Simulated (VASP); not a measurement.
Wanted: the native input for a VASP 6.6.1 run.

| Quantity | Value |
| --- | --- |
| Task | single point |
| Functional | PBEsol |
| Dispersion | D3(BJ) |
| Potentials or basis | VASP PAW PBE potentials, release 64 (Li_sv, F) |
| Cutoff | 520 eV |
| k mesh | 10 × 10 × 10 |
| Occupations | gaussian, width 0.05 eV |
| Spin | no spin polarisation |
| Dipole correction | no |
| Further INCAR settings | ALGO = Normal; EDIFF = 1e-06; NBANDS = 12 |

The structure of LiF lies in POSCAR:

```
LiF
1.0
    0.0000000000      1.9897966777      1.9897966777
    1.9897966777      0.0000000000      1.9897966777
    1.9897966777      1.9897966777      0.0000000000
Li F
1 1
Direct
    0.0000000000      0.0000000000      0.0000000000
    0.5000000000      0.5000000000      0.5000000000
```

This cell differs from its parent crystal: volume scaled by 1.02.

These files were run (other wordings do the same):

INCAR

```
PREC = Accurate
ENCUT = 520
EDIFF = 1E-6
ISMEAR = 0
SIGMA = 0.05
LREAL = F
LASPH = T
NELM = 60
ALGO = Normal
ISIF = 2
LWAVE = F
LCHARG = F
GGA = PS
IVDW = 12
NBANDS = 12
```

KPOINTS

```
Automatic mesh
0
Gamma
  10 10 10
```

Potentials or basis: VASP PAW PBE potentials, release 64 (Li_sv, F).

Launch:

```bash
$ cat potpaw_PBE.64/Li_sv/POTCAR potpaw_PBE.64/F/POTCAR > POTCAR
$ mpirun -np 1 vasp_std > vasp.out
```

Results of the run:

The band gap on the k mesh is 9.25 eV, direct. The dispersion energy per atom is -0.150 eV.

It took 5.6 s on 1 thread of Intel(R) Xeon(R) Platinum 8488C (Sapphire Rapids), on a shared host, peak memory 0.14 GiB.
